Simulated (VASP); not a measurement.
# KTaO3 (Pm-3m) in VASP: further runs, part 2 of 2

VASP 6.6.1. The steps go on from the part before.

## Step 5: Single point, PBEsol

This run uses another cell than the first one, of 13.45 Å³/atom.

INCAR reads:

```
PREC     = Accurate       # precision mode
ENCUT    = 520            # plane-wave cutoff, eV
EDIFF    = 1E-6           # SCF threshold, eV
ISMEAR   = -1             # smearing method
SIGMA    = 0.05           # smearing width, eV
LREAL    = False          # projectors in reciprocal space
LASPH    = True           # aspherical terms in the spheres
NELM     = 60             # most SCF steps
ALGO     = Normal         # electronic algorithm
ISIF     = 2              # what is computed and relaxed
LWAVE    = False          # write WAVECAR
LCHARG   = True           # write CHGCAR
GGA      = PS             # functional
LELF     = True           # ELF
LVHAR    = True         
NBANDS   = 27             # bands
```

KPOINTS reads:

```
regular mesh
0
Gamma
  7 7 7
```

POSCAR reads:

```
KTaO3
1.0
    4.0665218197      0.0000000000      0.0000000000
    0.0000000000      4.0665218197      0.0000000000
    0.0000000000      0.0000000000      4.0665218197
Ta K O
1 1 3
Direct
    0.0000000000      0.0000000000      0.0000000000
    0.5000000000      0.5000000000      0.5000000000
    0.0000000000      0.0000000000      0.5000000000
    0.0000000000      0.5000000000      0.0000000000
    0.5000000000      0.0000000000      0.0000000000
```

Potentials or basis: VASP PAW PBE potentials, release 64 (Ta_pv, K_sv, O).

Started as:

```bash
> cat potpaw_PBE.64/Ta_pv/POTCAR potpaw_PBE.64/K_sv/POTCAR potpaw_PBE.64/O/POTCAR > POTCAR
> mpirun -np 1 vasp_std > vasp.out
```

OUTCAR:

```text
PREC = Accurate
   ENCUT = 520
   EDIFF = 1E-6
   ISMEAR = -1
   LREAL = False
   LASPH = True
   NELM = 60
   ISIF = 2
   GGA = PS

 ion  position               nearest neighbor table
   1  0.000  0.000  0.000-   3 2.03   4 2.03   5 2.03   3 2.03   4 2.03   5 2.03   2 3.52   2 3.52
                             2 3.52   2 3.52   2 3.52   2 3.52   2 3.52   2 3.52
   2  0.500  0.500  0.500-   3 2.88   4 2.88   5 2.88   4 2.88   5 2.88   3 2.88   5 2.88   5 2.88
                             3 2.88   4 2.88   4 2.88   3 2.88   1 3.52   1 3.52   1 3.52   1 3.52
   3  0.000  0.000  0.500-   1 2.03   1 2.03   2 2.88   2 2.88   2 2.88   2 2.88
   4  0.000  0.500  0.000-   1 2.03   1 2.03   2 2.88   2 2.88   2 2.88   2 2.88
   5  0.500  0.000  0.000-   1 2.03   1 2.03   2 2.88   2 2.88   2 2.88   2 2.88

  LATTYP: Found a simple cubic cell.
 ALAT       =     4.0665218197

  Lattice vectors:

 A1 = (   4.0665218197,   0.0000000000,   0.0000000000)
 A2 = (   0.0000000000,   4.0665218197,   0.0000000000)
 A3 = (   0.0000000000,   0.0000000000,   4.0665218197)

Analysis of symmetry for initial positions (statically):
=====================================================================
[... 176 lines left out ...]
 cond. band min:       3.2364518152   @ k =   0.0000   0.0000   0.0000
 fundamental gap:      2.0163238230
 Fermi energy:         2.2677672386

 k-point     1 :       0.0000    0.0000    0.0000
  band No.  band energies     occupation
      1     -33.0488      2.00000
      2     -33.0488      2.00000
      3     -33.0488      2.00000
      4     -25.8943      2.00000
      5     -15.9989      2.00000
      6     -15.2944      2.00000
[... 589 lines left out ...]
     26      11.8029      0.00000
     27      12.8906      0.00000

------------------------ aborting loop because EDIFF is reached ----------------------------------------

  FORCE on cell =-STRESS in cart. coord.  units (eV):
  Direction    XX          YY          ZZ          XY          YZ          ZX
  --------------------------------------------------------------------------------------
  -------------------------------------------------------------------------------------
  Total       -4.2782021     -4.2782021     -4.2782021     -0.0000000     -0.0000000      0.0000000
  in kB     -101.9301264   -101.9301264   -101.9301264     -0.0000000     -0.0000000      0.0000000
  external PRESSURE =    -101.9301264 kB  Pullay stress =       0.0000000 kB

 VOLUME and BASIS-vectors are now :
 -----------------------------------------------------------------------------
  energy-cutoff  :      520.00
  volume of cell :       67.25
      direct lattice vectors                 reciprocal lattice vectors
     4.066521820  0.000000000  0.000000000     0.245910398  0.000000000  0.000000000
     0.000000000  4.066521820  0.000000000     0.000000000  0.245910398  0.000000000
     0.000000000  0.000000000  4.066521820     0.000000000  0.000000000  0.245910398

 POSITION                                       TOTAL-FORCE (eV/Angst)
 -----------------------------------------------------------------------------------
      0.00000      0.00000      0.00000         0.000000      0.000000      0.000000
      2.03326      2.03326      2.03326         0.000000      0.000000      0.000000
      0.00000      0.00000      2.03326         0.000000      0.000000      0.000000
      0.00000      2.03326      0.00000         0.000000      0.000000      0.000000
      2.03326      0.00000      0.00000         0.000000      0.000000      0.000000
 -----------------------------------------------------------------------------------
    total drift:                                0.000000     -0.000000      0.000000

  FREE ENERGIE OF THE ION-ELECTRON SYSTEM (eV)
  ---------------------------------------------------
  free  energy   TOTEN  =       -42.8010019178 eV

  energy  without entropy=      -42.8010019174  energy(sigma->0) =      -42.80100192
```

OSZICAR:

```text
N       E                     dE             d eps       ncg     rms          rms(c)
DAV:   1     0.307786148519E+03    0.30779E+03   -0.20455E+04  1080   0.140E+03
DAV:   2    -0.318773190407E+02   -0.33966E+03   -0.32865E+03  1279   0.398E+02
DAV:   3    -0.501907022512E+02   -0.18313E+02   -0.18229E+02  1554   0.890E+01
DAV:   4    -0.508413582195E+02   -0.65066E+00   -0.64954E+00  1728   0.105E+01
DAV:   5    -0.508455219277E+02   -0.41637E-02   -0.41633E-02  1419   0.846E-01    0.303E+01
DAV:   6    -0.431761804118E+02    0.76693E+01   -0.32618E+01  1283   0.370E+01    0.118E+01
DAV:   7    -0.428996792112E+02    0.27650E+00   -0.20219E+00  1357   0.873E+00    0.841E+00
DAV:   8    -0.428335214938E+02    0.66158E-01   -0.52064E-01  1282   0.579E+00    0.296E+00
DAV:   9    -0.428043369817E+02    0.29185E-01   -0.46617E-02  1265   0.170E+00    0.557E-01
DAV:  10    -0.428012093068E+02    0.31277E-02   -0.21218E-02  1419   0.907E-01    0.146E-01
DAV:  11    -0.428009899087E+02    0.21940E-03   -0.20874E-03  1405   0.276E-01    0.352E-02
DAV:  12    -0.428009942950E+02   -0.43863E-05   -0.80110E-05  1404   0.747E-02    0.168E-02
DAV:  13    -0.428010019152E+02   -0.76203E-05   -0.22609E-05  1478   0.278E-02    0.492E-03
DAV:  14    -0.428010019178E+02   -0.25830E-08   -0.59719E-07  1018   0.595E-03
   1 F= -.42801002E+02 E0= -.42801002E+02  d E =-.415797E-09
```

stdout:

```text
POSCAR found type information on POSCAR TaK O
 POSCAR found :  3 types and       5 ions
 scaLAPACK will be used
 -----------------------------------------------------------------------------
|                                                                             |
|                                                                             |
|     You enforced a specific xc type in the INCAR file but a different       |
|     I HOPE YOU KNOW WHAT YOU ARE DOING!                                     |
|                                                                             |
 -----------------------------------------------------------------------------

 LDA part: xc-table for (Slater+PW92), standard interpolation
 POSCAR, INCAR and KPOINTS ok, starting setup
 FFT: planning ... GRIDC
 FFT: planning ... GRID_SOFT
 FFT: planning ... GRID
 WAVECAR not read
 entering main loop
```

Wall time 49 s (1 thread of Intel Xeon 8259CL, shared host); peak memory 0.19 GiB.

Results:

* Free energy: -42.8010 eV
* Pressure: -10.2 GPa
* Band gap on the k mesh: 2.02 eV (least direct gap 2.60 eV)

Caveat: the cell stands under tension; the PAW data sets were made with another functional, which shifts forces and pressure a little; spin-orbit coupling is left out, which moves the levels of the heavy elements; an odd mesh through Γ misses points on the zone boundary, where band edges can lie.

## Step 6: Overview

| cell | gap on the mesh (eV) | pressure (GPa) |
| --- | --- | --- |
| a = 3.934 Å, 5 atoms | 2.23 | 9.5 |
| a = 3.962 Å, 5 atoms | 2.19 | 4.6 |
| a = 4.015 Å, 5 atoms | 2.10 | -3.6 |
| a = 4.067 Å, 5 atoms | 2.02 | -10.2 |

Alike in all rows: task single point; level PBEsol; potentials or basis VASP PAW PBE potentials, release 64 (Ta_pv, K_sv, O); no spin polarisation; k mesh 7 × 7 × 7; cutoff (eV) 520; smearing fermi-dirac 0.05 eV.

Caveats: the PAW data sets were made with another functional, which shifts forces and pressure a little; spin-orbit coupling is left out, which moves the levels of the heavy elements; an odd mesh through Γ misses points on the zone boundary, where band edges can lie; the cell stands under pressure (at least some runs); the cell stands under tension (at least some runs).

Absolute energies hang on the potentials; compare differences alone.
